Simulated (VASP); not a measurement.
# Cr (Im-3m) in VASP: a series of runs

Cr is run at these levels: LDA; tasks: single point, relaxation of cell and atoms.

Program: VASP 6.6.1. These are calculated values, not measurements. Logs are shortened: lines on timing, memory, paths and dates and some standing lists are left out, and cuts for length are marked.

## (1) The cell of the first run

Symmetry: Im-3m, No. 229, cubic system. The conventional cell has a = 2.788 Å, b = 2.788 Å, c = 2.788 Å, α = 90.00°, β = 90.00°, γ = 90.00°. Cr (site symmetry m-3m) has 14 Cr at 2.41 to 2.79 Å within 3.2 Å.

## (2) Single point, LDA, collinear spin, ferromagnetic start

The input, INCAR:

```
PREC = Accurate ; ENCUT = 520
EDIFF = 1E-7 ; ISMEAR = 0
SIGMA = 0.1 ; LREAL = F
LASPH = T ; NELM = 150
ALGO = Normal ; ISIF = 2
LWAVE = F ; LCHARG = T
ISPIN = 2 ; MAGMOM = 3 3
LORBIT = 11 ; LMAXMIX = 4
GGA = CA ; LELF = T
LVHAR = T ; NBANDS = 23
```

The input, KPOINTS:

```
Automatic mesh
0
Gamma
  6 6 6
```

The input, POSCAR:

```
Cr
1.0
    2.7882148578      0.0000000000      0.0000000000
    0.0000000000      2.7882148578      0.0000000000
    0.0000000000      0.0000000000      2.7882148578
Cr
2
Direct
    0.0000000000      0.0000000000      0.0000000000
    0.5000000000      0.5000000000      0.5000000000
```

Potentials or basis: VASP PAW LDA potentials, release 64 (Cr_pv).

The run is started by

```console
> cat potpaw_LDA.64/Cr_pv/POTCAR > POTCAR
> mpirun -np 1 vasp_std > vasp.out
```

OUTCAR:

```text
PREC = Accurate
   ENCUT = 520
   EDIFF = 1E-7
   ISMEAR = 0
   LREAL = F
   LASPH = T
   NELM = 150
   ISIF = 2
   ISPIN = 2
   LORBIT = 11
   GGA = CA

 ion  position               nearest neighbor table
   1  0.000  0.000  0.000-   2 2.41   2 2.41   2 2.41   2 2.41   2 2.41   2 2.41   2 2.41   2 2.41

   2  0.500  0.500  0.500-   1 2.41   1 2.41   1 2.41   1 2.41   1 2.41   1 2.41   1 2.41   1 2.41

  LATTYP: Found a simple cubic cell.
 ALAT       =     2.7882148578

  Lattice vectors:

 A1 = (   2.7882148578,   0.0000000000,   0.0000000000)
 A2 = (   0.0000000000,   2.7882148578,   0.0000000000)
 A3 = (   0.0000000000,   0.0000000000,   2.7882148578)

Analysis of symmetry for initial positions (statically):
=====================================================================
 Subroutine PRICEL returns following result:

  LATTYP: Found a body centered cubic cell.
 ALAT       =     2.7882148578

  Lattice vectors:

 A1 = (   1.3941074289,   1.3941074289,  -1.3941074289)
 A2 = (  -1.3941074289,   1.3941074289,   1.3941074289)
 A3 = (   1.3941074289,  -1.3941074289,   1.3941074289)

   2 primitive cells build up your supercell.

 Routine SETGRP: Setting up the symmetry group for a
 simple cubic supercell.

 Subroutine GETGRP returns: Found 48 space group operations
 (whereof 48 operations were pure point group operations)
 out of a pool of 48 trial point group operations.

The static configuration has the point symmetry O_h .

Analysis of symmetry for dynamics (positions and initial velocities):
=====================================================================
 Subroutine PRICEL returns following result:

  LATTYP: Found a body centered cubic cell.
 ALAT       =     2.7882148578

  Lattice vectors:

 A1 = (   1.3941074289,   1.3941074289,  -1.3941074289)
 A2 = (  -1.3941074289,   1.3941074289,   1.3941074289)
 A3 = (   1.3941074289,  -1.3941074289,   1.3941074289)

   2 primitive cells build up your supercell.

 Routine SETGRP: Setting up the symmetry group for a
 simple cubic supercell.

 Subroutine GETGRP returns: Found 48 space group operations
 (whereof 48 operations were pure point group operations)
 out of a pool of 48 trial point group operations.

The dynamic configuration has the point symmetry O_h .

Analysis of structural, dynamic, and magnetic symmetry:
=====================================================================
 Subroutine PRICEL returns following result:

  LATTYP: Found a body centered cubic cell.
 ALAT       =     2.7882148578

  Lattice vectors:

 A1 = (   1.3941074289,   1.3941074289,  -1.3941074289)
 A2 = (  -1.3941074289,   1.3941074289,   1.3941074289)
 A3 = (   1.3941074289,  -1.3941074289,   1.3941074289)

   2 primitive cells build up your supercell.

 Routine SETGRP: Setting up the symmetry group for a
 simple cubic supercell.

 Subroutine GETGRP returns: Found 48 space group operations
 (whereof 48 operations were pure point group operations)
 out of a pool of 48 trial point group operations.

The overall configuration has the point symmetry O_h .

 Subroutine INISYM returns: Found 48 space group operations
 (whereof 48 operations are pure point group operations),
 and found     2 'primitive' translations

----------------------------------------------------------------------------------------

                                     Primitive cell

  volume of cell :      10.8380

  direct lattice vectors                    reciprocal lattice vectors
     1.394107429  1.394107429 -1.394107429     0.358652418  0.358652418  0.000000000
    -1.394107429  1.394107429  1.394107429    -0.000000000  0.358652418  0.358652418
     1.394107429 -1.394107429  1.394107429     0.358652418  0.000000000  0.358652418

  length of vectors
     2.414664898  2.414664898  2.414664898     0.507211113  0.507211113  0.507211113

  position of ions in fractional coordinates (direct lattice)
     0.000000000  0.000000000  0.000000000

  ion indices of the primitive-cell ions
   primitive index   ion index
                 1           1

----------------------------------------------------------------------------------------

 KPOINTS: Automatic mesh

Automatic generation of k-mesh.
 Grid dimensions read from file:
 generate k-points for:    6    6    6

 Generating k-lattice:

  Cartesian coordinates                     Fractional coordinates (reciprocal lattice)
     0.059775403  0.000000000  0.000000000     0.166666667  0.000000000  0.000000000
     0.000000000  0.059775403  0.000000000     0.000000000  0.166666667  0.000000000
     0.000000000  0.000000000  0.059775403     0.000000000  0.000000000  0.166666667

  Length of vectors
     0.059775403  0.059775403  0.059775403

  Shift w.r.t. Gamma in fractional coordinates (k-lattice)
     0.000000000  0.000000000  0.000000000

 Subroutine IBZKPT returns following result:
 ===========================================

 Found     20 irreducible k-points:

 Following reciprocal coordinates:
            Coordinates               Weight
  0.000000  0.000000  0.000000      1.000000
  0.166667  0.000000  0.000000      6.000000
  0.333333  0.000000  0.000000      6.000000
  0.500000  0.000000  0.000000      3.000000
  0.166667  0.166667  0.000000     12.000000
  0.333333  0.166667  0.000000     24.000000
[... 12 lines left out ...]
  0.500000  0.500000  0.333333      6.000000
  0.500000  0.500000  0.500000      1.000000
   k-points           NKPTS =     20   k-points in BZ     NKDIM =     20   number of bands    NBANDS=     23
   number of dos      NEDOS =    301   number of ions     NIONS =      2
   total plane-waves  NPLWV =  13824
   dimension x,y,z NGX =    24 NGY =   24 NGZ =   24
   dimension x,y,z NGXF=    48 NGYF=   48 NGZF=   48
   ions per type =               2
   NGX,Y,Z   is equivalent  to a cutoff of  14.31, 14.31, 14.31 a.u.
   NGXF,Y,Z  is equivalent  to a cutoff of  28.62, 28.62, 28.62 a.u.
 SYSTEM =  unknown system
   PREC   = accura    normal or accurate (medium, high low for compatibility)
   ISTART =      0    job   : 0-new  1-cont  2-samecut
   ICHARG =      2    charge: 1-file 2-atom 10-const
   ISPIN  =      2    spin polarized calculation?
   LNONCOLLINEAR =      F non collinear calculations
   LSORBIT =      F    spin-orbit coupling
   LASPH  =      T    aspherical Exc in radial PAW
   ENCUT  =  520.0 eV  38.22 Ry    6.18 a.u.   5.18  5.18  5.18*2*pi/ulx,y,z
   NELM   =    150;   NELMIN=  2; NELMDL= -5     # of ELM steps
   EDIFF  = 0.1E-06   stopping-criterion for ELM
   LREAL  =      F    real-space projection
   EDIFFG = 0.1E-05   stopping-criterion for IOM
   NSW    =      0    number of steps for IOM
   IBRION =     -1    ionic relax: 0-MD 1-quasi-New 2-CG
   NFREE  =      0    steps in history (QN), initial steepest desc. (CG)
   ISIF   =      2    stress and relaxation
   ISYM   =      2    0-nonsym 1-usesym 2-fastsym
   POTIM  = 0.5000    time-step for ionic-motion
   TEBEG  =    0.0;   TEEND  =   0.0 temperature during run
   PSTRESS=    0.0 pullay stress
   NELECT =      24.0000    total number of electrons
   NUPDOWN=      -1.0000    fix difference up-down
   EMIN   =  10.00;   EMAX   =-10.00  energy-range for DOS
   EFERMI =   0.00;   METHOD = LEGACY
   ISMEAR =     0;   SIGMA  =   0.10  broadening in eV -4-tet -1-fermi 0-gaus
   EFERMI_NEDOS =   21; number of points for ismear=-14 and -15
   IALGO  =     38    algorithm
   IMIX   =      4    mixing-type and parameters
     AMIX     =   0.40;   BMIX     =  1.00
     AMIX_MAG =   1.60;   BMIX_MAG =  1.00
  volume/ion in A,a.u.               =      10.84        73.14
  Fermi-wavevector in a.u.,A,eV,Ry     =   1.693632  3.200500 39.026799  2.868389
  Thomas-Fermi vector in A             =   2.775003
   LORBIT       =     11    0 simple, 1 ext, 2 COOP (PROOUT), +10 PAW based schemes
   GGA     = CA    functional components
   LHFCALC =     F    Hartree Fock is set to
   AEXX    =    0.0000 exact exchange contribution
   IVDW    =     0    specifies the selected vdW correction
   LEPSILON=     F    determine dielectric tensor
   LRPA    =     F    only Hartree local field effects (RPA)
 spin polarized calculation
 Gauss-broadening in eV      SIGMA  =   0.10
  energy-cutoff  :      520.00
  volume of cell :       21.68
 maximum number of plane-waves:       624
 NGX is ok and might be reduce to    24
   NGX = 11   NGY = 11   NGZ = 11

 number of electron      24.0000018 magnetization      -0.0000162

 number of electron      24.0000018 magnetization       0.0000047

 Free energy of the ion-electron system (eV)
  ---------------------------------------------------
  ext. energy  EPLUGINS =         0.00000000
  ---------------------------------------------------
  free energy    TOTEN  =       -21.28630971 eV

  energy without entropy =      -21.28183033  energy(sigma->0) =      -21.28407002

 E-fermi :  11.6969     XC(G=0): -14.3802

 val. band max:       11.6818798914   @ k =   0.5000   0.5000   0.1667
 cond. band min:      11.9106137450   @ k =   0.5000   0.1667   0.0000
 fundamental gap:      0.2287338536
 Fermi energy:        11.6969484631

 spin component 1

 k-point     1 :       0.0000    0.0000    0.0000
  band No.  band energies     occupation
      1     -31.3002      1.00000
      2     -31.3002      1.00000
      3     -31.3002      1.00000
      4     -30.5181      1.00000
      5     -30.5181      1.00000
      6     -30.5181      1.00000
[... 15 lines left out ...]
     22      22.9450      0.00000
     23      30.0853      0.00000

 k-point     2 :       0.1667    0.0000    0.0000
  band No.  band energies     occupation
      1     -31.3033      1.00000
      2     -31.2450      1.00000
      3     -31.2450      1.00000
      4     -30.6288      1.00000
      5     -30.5673      1.00000
      6     -30.5673      1.00000
[... 15 lines left out ...]
     22      24.3399      0.00000
     23      30.1033      0.00000
[... 440 lines left out ...]
     22      22.4236      0.00000
     23      25.7683      0.00000

 k-point    20 :       0.5000    0.5000    0.5000
  band No.  band energies     occupation
      1     -31.0905      1.00000
      2     -31.0905      1.00000
      3     -31.0905      1.00000
      4     -31.0905      1.00000
      5     -31.0905      1.00000
      6     -31.0905      1.00000
[... 15 lines left out ...]
     22      22.7113      0.00000
     23      22.7113      0.00000
 Fermi energy:        11.6969484631

 spin component 2

 k-point     1 :       0.0000    0.0000    0.0000
  band No.  band energies     occupation
      1     -31.3002      1.00000
      2     -31.3002      1.00000
      3     -31.3002      1.00000
      4     -30.5181      1.00000
      5     -30.5181      1.00000
      6     -30.5181      1.00000
[... 15 lines left out ...]
     22      22.9450      0.00000
     23      30.0853      0.00000

 k-point     2 :       0.1667    0.0000    0.0000
  band No.  band energies     occupation
      1     -31.3033      1.00000
      2     -31.2450      1.00000
      3     -31.2450      1.00000
      4     -30.6288      1.00000
      5     -30.5673      1.00000
      6     -30.5673      1.00000
[... 15 lines left out ...]
     22      24.3399      0.00000
     23      30.1033      0.00000
[... 440 lines left out ...]
     22      22.4236      0.00000
     23      25.7683      0.00000

 k-point    20 :       0.5000    0.5000    0.5000
  band No.  band energies     occupation
      1     -31.0905      1.00000
      2     -31.0905      1.00000
      3     -31.0905      1.00000
      4     -31.0905      1.00000
      5     -31.0905      1.00000
      6     -31.0905      1.00000
[... 15 lines left out ...]
     22      22.7114      0.00000
     23      22.7114      0.00000

------------------------ aborting loop because EDIFF is reached ----------------------------------------

  FORCE on cell =-STRESS in cart. coord.  units (eV):
  Direction    XX          YY          ZZ          XY          YZ          ZX
  --------------------------------------------------------------------------------------
  -------------------------------------------------------------------------------------
  Total        0.0014292      0.0014292      0.0014292     -0.0000000     -0.0000000     -0.0000000
  in kB        0.1056410      0.1056410      0.1056410     -0.0000000     -0.0000000     -0.0000000
  external PRESSURE =       0.1056410 kB  Pullay stress =       0.0000000 kB

 VOLUME and BASIS-vectors are now :
 -----------------------------------------------------------------------------
  energy-cutoff  :      520.00
  volume of cell :       21.68
      direct lattice vectors                 reciprocal lattice vectors
     2.788214858  0.000000000  0.000000000     0.358652418  0.000000000  0.000000000
     0.000000000  2.788214858  0.000000000     0.000000000  0.358652418  0.000000000
     0.000000000  0.000000000  2.788214858     0.000000000  0.000000000  0.358652418

 POSITION                                       TOTAL-FORCE (eV/Angst)
 -----------------------------------------------------------------------------------
      0.00000      0.00000      0.00000        -0.000000     -0.000000     -0.000000
      1.39411      1.39411      1.39411         0.000000      0.000000      0.000000
 -----------------------------------------------------------------------------------
    total drift:                                0.000000      0.000000     -0.000000

  FREE ENERGIE OF THE ION-ELECTRON SYSTEM (eV)
  ---------------------------------------------------
  free  energy   TOTEN  =       -21.2863097128 eV

  energy  without entropy=      -21.2818303349  energy(sigma->0) =      -21.28407002

 total charge

# of ion       s       p       d       tot
------------------------------------------
    1        0.449   6.442   4.314  11.205
    2        0.449   6.442   4.314  11.205
--------------------------------------------------
tot          0.899  12.884   8.627  22.410

 magnetization (x)

# of ion       s       p       d       tot
------------------------------------------
    1       -0.000  -0.000   0.000  -0.000
    2       -0.000  -0.000   0.000  -0.000
--------------------------------------------------
tot         -0.000  -0.000   0.000  -0.000
```

Wall time 7.2 s (1 thread of Intel Xeon 6975P-C (Granite Rapids), shared host); peak memory 0.13 GiB.

Results:

- Free energy: -21.2863 eV
- Pressure: 0.0 GPa
- Band gap on the k mesh: zero (filled and empty bands overlap)
- Net moment: 0.00 μB per cell
- Valence electrons inside the program's atomic spheres: Cr 11.21

Caveat: the k points lie up to 0.38 Å⁻¹ apart; the starting moments collapsed, and a magnetic state may lie lower.

## (3) Relaxation of cell and atoms, LDA, collinear spin, ferromagnetic start

This run uses another cell than the first one, of 13.08 Å³/atom, 1.207 times its volume.

The input, INCAR:

```
SYSTEM = Cr
PREC = Accurate
ENCUT = 600
EDIFF = 1E-7
ISMEAR = 0
SIGMA = 0.1
LREAL = .False.
LASPH = .True.
NELM = 150
ALGO = Normal
ISIF = 3
LWAVE = .False.
LCHARG = .False.
ISPIN = 2
MAGMOM = 3 3
LORBIT = 11
LMAXMIX = 4
IBRION = 2
NSW = 60
EDIFFG = -0.02
```

The input, KPOINTS:

```
Automatic mesh
0
Gamma
  6 6 6
  0 0 0
```

The input, POSCAR:

```
Cr
1.0
    2.9688990000      0.0000000000      0.0000000000
    0.0000000000      2.9688990000      0.0000000000
    0.0000000000      0.0000000000      2.9688990000
Cr
2
Direct
    0.0000000000      0.0000000000      0.0000000000
    0.5000000000      0.5000000000      0.5000000000
```

Potentials or basis: VASP PAW LDA potentials, release 64 (Cr_pv).

The run is started by

```console
> cat potpaw_LDA.64/Cr_pv/POTCAR > POTCAR
> mpirun -np 1 vasp_std > vasp.out
```

It took 30 s on 1 thread of Intel Xeon 6975P-C (Granite Rapids), shared host; peak memory 0.14 GiB.

The run converged. Its results:

```
Free energy                                           : -21.2905 eV
Relaxed volume                                        : 10.84 Å³/atom
Relaxed cell                                          : a = 2.788 Å, b = 2.788 Å, c = 2.788 Å, α = 90.00°, β = 90.00°, γ = 90.00°
Space group after relaxing (to 0.05 Å)                : Im-3m (No. 229)
Energy gained by relaxing                             : 315.7 meV/atom
Ionic steps                                           : 5
Pressure after relaxing                               : 0.0 GPa
Band gap on the k mesh                                : zero (filled and empty bands overlap)
Net moment                                            : 0.00 μB per cell
Valence electrons inside the program's atomic spheres : Cr 11.21
```

The path:
| step | energy change (eV) | largest force (eV/Å) | pressure (GPa) | volume (Å³) |
| --- | --- | --- | --- | --- |
| 1 | 0.0000 | 0.0000 | -38.04 | 26.17 |
| 2 | 1.6629 | 0.0000 | 170.64 | 16.08 |
| 3 | -0.6259 | 0.0000 | -4.84 | 22.03 |
| 4 | -0.6309 | 0.0000 | -1.60 | 21.79 |
| 5 | -0.6315 | 0.0000 | 0.01 | 21.67 |

Final structure:
```cif
data_structure
_symmetry_space_group_name_H-M 'P 1'
_symmetry_Int_Tables_number 1
_cell_length_a 2.7880
_cell_length_b 2.7880
_cell_length_c 2.7880
_cell_angle_alpha 90.000
_cell_angle_beta 90.000
_cell_angle_gamma 90.000
_cell_volume 21.67
loop_
_atom_site_label
_atom_site_type_symbol
_atom_site_fract_x
_atom_site_fract_y
_atom_site_fract_z
_atom_site_occupancy
Cr1 Cr 0.00000 0.00000 0.00000 1
Cr2 Cr 0.50000 0.50000 0.50000 1
```

Levels at points of the mesh, in eV from the Fermi level:
Spin up:
```tsv
k point	band 8	band 9	band 10	band 11	band 12	band 13	band 14	band 15	band 16	band 17
(0.00, 0.00, 0.00)	-4.73	-4.73	-0.98	-0.98	-0.98	1.20	1.20	2.73	2.73	2.73
(0.50, 0.00, 0.00)	-3.99	-2.04	-2.04	-0.41	-0.41	-0.41	-0.41	0.77	0.77	2.81
(0.50, 0.50, 0.00)	-4.73	-2.67	-2.67	1.24	1.24	1.42	1.42	1.58	1.58	3.16
(0.50, 0.50, 0.50)	-2.44	-2.44	-2.44	-2.44	-2.44	1.65	1.65	1.65	1.65	5.41
```
Spin down:
```tsv
k point	band 8	band 9	band 10	band 11	band 12	band 13	band 14	band 15	band 16	band 17
(0.00, 0.00, 0.00)	-4.73	-4.73	-0.98	-0.98	-0.98	1.20	1.20	2.73	2.73	2.73
(0.50, 0.00, 0.00)	-3.99	-2.04	-2.04	-0.41	-0.41	-0.41	-0.41	0.77	0.77	2.81
(0.50, 0.50, 0.00)	-4.73	-2.67	-2.67	1.24	1.24	1.42	1.42	1.58	1.58	3.16
(0.50, 0.50, 0.50)	-2.44	-2.44	-2.44	-2.44	-2.44	1.65	1.65	1.65	1.65	5.41
```

Caveat: the starting moments collapsed, and a magnetic state may lie lower; the volume moved by over 15 % at a fixed basis, so the end points are rough.
